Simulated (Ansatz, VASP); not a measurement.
# Al in VASP and in Ansatz

File INCAR:

```
PREC = Accurate
ENCUT = 520
EDIFF = 1E-6
ISMEAR = 0
SIGMA = 0.15
LREAL = False
LASPH = True
NELM = 80
ALGO = Normal
ISIF = 2
LWAVE = False
LCHARG = True
GGA = PE
IVDW = 12
LELF = True
LVHAR = True
NBANDS = 8
```

The input KPOINTS:

```
regular mesh
0
Gamma
  22 22 22
```

POSCAR

```
Al
1.0
    0.0000000000      2.3188332168      1.7027192311
    2.3188332168      0.0000000000      1.7027192311
    2.3188332168      2.3188332168      0.0000000000
Al
1
Direct
    0.0000000000      0.0000000000      0.0000000000
```

Input for Ansatz:

```yaml
crystal:
  lattice:
    - [0.0, 2.3188332168, 1.7027192311]
    - [2.3188332168, 0.0, 1.7027192311]
    - [2.3188332168, 2.3188332168, 0.0]
  atoms:
    - { symbol: Al, position: [0.0, 0.0, 0.0] }
basis:
  ecutwfc: 420
kpoints:
  mp_grid: { grid: [22, 22, 22] }
hamiltonian:
  xc: pbe
  pseudopotentials: { kind: paw, azcp: { folder: soft_1 } }
  dispersion: d3bj
scf:
  occupations: { method: gaussian, width: 0.15 }
output:
  forces: true
  stress: true
  eigenvalues: true
```

Alike in both runs: task single point; functional PBE; dispersion D3(BJ); k mesh 22 × 22 × 22; occupations gaussian, width 0.15 eV; no spin polarisation.

```csv
,VASP,Ansatz
version,VASP 6.6.1,Ansatz 0.2.0
potentials or method,"VASP PAW PBE potentials, release 64 (Al), cutoff 520 eV","scalar-relativistic, plane waves, PAW"
valence electrons in the cell,3,3
```

|  | VASP | Ansatz | Ansatz less VASP |
| --- | --- | --- | --- |
| gap on the k mesh at the Fermi level (eV) | none | none | - |
| pressure (GPa) | -7.3 | -7.3 | 0.00 |
| traceless stress, the component that is largest in VASP (GPa) | 0.61 | 0.60 | -0.003 |

A gap of «none» marks a metal or a gap that the smearing closes.
